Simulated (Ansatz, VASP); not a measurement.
## One calculation of Bi, two programs

```xyz
1
Lattice="-1.9983 1.9983 1.8545 1.9983 -1.9983 1.8545 1.9983 1.9983 -1.8545" Properties=species:S:1:pos:R:3 pbc="T T T"
Bi    0.0000    0.0000    0.0000
```

Alike in both runs: task single point; functional PBEsol; dispersion D3(BJ); k mesh 18 × 18 × 18; occupations gaussian, width 0.15 eV; no spin polarisation.

|  | VASP | Ansatz |
| --- | --- | --- |
| version | VASP 6.6.1 | Ansatz 0.2.0 |
| potentials or method | VASP PAW PBE potentials, release 64 (Bi_d), cutoff 520 eV | scalar-relativistic, plane waves, PAW |
| valence electrons in the cell | 15 | 15 |

VASP gave:

* gap on the k mesh at the Fermi level (eV): none
* pressure (GPa): -2.2
* traceless stress, the component that is largest in VASP (GPa): 0.56

Q: Which values does Ansatz return?

A: gap on the k mesh at the Fermi level (eV): none; pressure (GPa): -2.2; traceless stress, the component that is largest in VASP (GPa): 0.57.

VASP's potentials were made for PBE, not for PBEsol. A gap of «none» marks a metal or a gap that the smearing closes.

Neither program's run includes spin-orbit coupling.
